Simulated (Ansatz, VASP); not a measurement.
**Ge32H19N: VASP beside Ansatz**

```xyz
52
Lattice="8.0016 8.0016 0.0000 -8.0016 8.0016 0.0000 0.0000 0.0000 20.9129" Properties=species:S:1:pos:R:3 pbc="T T T"
Ge   -5.0002    0.0135    7.1686
Ge    1.0132   -3.8940    7.1323
Ge    0.6096    0.1084    8.0300
Ge    1.0163    4.0836    7.1421
Ge    3.4551   -3.9773    7.9828
Ge    3.1403    0.0136    7.3093
Ge    3.4652    3.9908    7.9798
Ge    8.5468    0.1046    7.9721
Ge   -4.0371    2.1297    6.3453
Ge    0.0510   -1.7681    6.3914
Ge    0.1055    1.9515    6.3144
Ge    0.0393    6.2009    6.3590
Ge    3.9298   -2.1133    6.3126
Ge    3.9457    2.1238    6.2960
Ge    3.9463    5.8832    6.3547
Ge    8.0892    1.9721    6.2888
Ge   -1.9760    2.0059    4.9238
Ge    2.0063   -2.0117    4.7938
Ge    2.0351    2.0050    4.7671
Ge    1.9987    5.9965    4.7934
Ge    5.9917   -1.9955    4.9233
Ge    6.0102    2.0088    4.9129
Ge    6.0096    6.0101    4.9342
Ge   10.0319    1.9978    4.7759
Ge   -2.0004    0.0000    3.4394
Ge    2.0004   -4.0008    3.4394
Ge    2.0004    0.0000    3.4394
Ge    2.0004    4.0008    3.4394
Ge    6.0012   -4.0008    3.4394
Ge    6.0012    0.0000    3.4394
Ge    6.0012    4.0008    3.4394
Ge   10.0020    0.0000    3.4394
H    -0.7838    0.0000    2.5000
H    -3.2170    0.0000    2.5000
H     3.2170   -4.0008    2.5000
H     0.7838   -4.0008    2.5000
H     3.2170    0.0000    2.5000
H     0.7838    0.0000    2.5000
H     3.2170    4.0008    2.5000
H     0.7838    4.0008    2.5000
H     7.2178   -4.0008    2.5000
H     4.7846   -4.0008    2.5000
H     7.2178    0.0000    2.5000
H     4.7846    0.0000    2.5000
H     7.2178    4.0008    2.5000
H     4.7846    4.0008    2.5000
H    11.2186    0.0000    2.5000
H     8.7854    0.0000    2.5000
H     4.0609   -0.7661    9.7265
H     4.0985    0.9015    9.6622
H     5.2829    0.0123    8.9161
N     4.2811    0.0411    9.1371
```

Alike in both runs: task single point; functional RPBE; k mesh 1 × 1 × 1; occupations gaussian, width 0.03 eV; no spin polarisation.

|  | VASP | Ansatz |
| --- | --- | --- |
| version | VASP 6.6.1 | Ansatz 0.2.0 |
| potentials or method | VASP PAW PBE potentials, release 64 (Ge_d, H, N) | scalar-relativistic, plane waves, PAW |
| plane-wave cutoff (eV) | 520 | 420 |
| valence electrons in the cell | 472 | 472 |

```csv
,VASP,Ansatz,Ansatz less VASP
rms of the force components (eV/Å),0.149,0.145,-0.0032
```

VASP's potentials were made for PBE, not for RPBE. With one functional, cell and mesh, what is left measures potentials, basis and numerics.
